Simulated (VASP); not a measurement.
A run of VASP 6.6.1 is set up as follows.

INCAR

```
  PREC = Accurate
  ENCUT = 520
  EDIFF = 1E-6
  ISMEAR = 0
  SIGMA = 0.05
  LREAL = False
  LASPH = True
  NELM = 80
  ALGO = Normal
  ISIF = 2
  LWAVE = False
  LCHARG = True
  LDIPOL = True
  IDIPOL = 3
  DIPOL = 0.5 0.5 0.376
  GGA = PE
  IVDW = 12
  LELF = True
  LVHAR = True
  LVACPOTAV = True
  NBANDS = 18
```

The input KPOINTS:

```
Automatic mesh
0
Gamma
  9 9 1
```

File POSCAR:

```
As
1.0
    3.5713375816      0.0000000000      0.0000000000
   -1.7856687908      3.0928690711      0.0000000000
    0.0000000000      0.0000000000     20.2952790253
As
4
Direct
    0.3333333333      0.6666666667      0.2905833362
    0.6666666666      0.3333333333      0.2217264416
    0.1666666666      1.3333333333      0.5298676890
    0.5000000000      1.0000000000      0.4610113720
```

Potentials or basis: VASP PAW PBE potentials, release 64 (As).

Launch:

```sh
$ cat potpaw_PBE.64/As/POTCAR > POTCAR
$ mpirun -np 1 vasp_std > vasp.out
```

Question: Estimate the largest force.

Answer: 0.101 eV/Å.

Question: Estimate the dispersion energy per atom.

Answer: -0.266 eV.

Forces on the atoms (eV/Å):
```
As   0.000 -0.042  0.091
As   0.000 -0.030 -0.091
As   0.000  0.030  0.091
As   0.000  0.042 -0.091
```
